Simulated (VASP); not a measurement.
Wanted: the native input for a VASP 6.6.1 run.

| Property | Result |
| --- | --- |
| Task | single point |
| Functional | PBE |
| Potentials or basis | VASP PAW PBE potentials, release 64 (Mg, O) |
| Cutoff | 600 eV |
| k mesh | 12 × 12 × 8 |
| Occupations | gaussian, width 0.02 eV |
| Spin | no spin polarisation |
| Dipole correction | no |
| Mended | yes |
| Further INCAR settings | ALGO = Normal; EDIFF = 1e-06; NBANDS = 11 |

The structure of MgO lies in POSCAR:

```
MgO
1.0
    2.8289785626      0.0000000000      0.0000000000
    0.0000000000      2.8289785626      0.0000000000
    0.0000000000      0.0000000000      5.0378992968
Mg O
1 1
Direct
    0.5000000000      0.5000000000      0.0000000000
    0.0000000000      0.0000000000      0.0000000000
```

These files were run (other wordings do the same):

INCAR

```
PREC = Accurate
ENCUT = 600
EDIFF = 1E-6
ISMEAR = 0
SIGMA = 0.02
LREAL = F
LASPH = T
NELM = 120
ALGO = Normal
ISIF = 2
LWAVE = F
LCHARG = F
GGA = PE
NBANDS = 11
GGA_COMPAT = F
```

KPOINTS

```
Automatic mesh
0
Gamma
  12 12 8
```

Potentials or basis: VASP PAW PBE potentials, release 64 (Mg, O).

Command:

```sh
$ cat potpaw_PBE.64/Mg/POTCAR potpaw_PBE.64/O/POTCAR > POTCAR
$ mpirun -np 1 vasp_std > vasp.out
```

It gave:

| Property | Result |
| --- | --- |
| Pressure | -0.3 GPa |
| Band gap on the k mesh | 2.26 eV (least direct gap 2.50 eV) |

Wall time 37 s on 1 thread of Intel(R) Xeon(R) Platinum 8175M CPU @ 2.50GHz (Skylake/Cascade Lake), with other jobs on the host, peak memory 0.22 GiB.
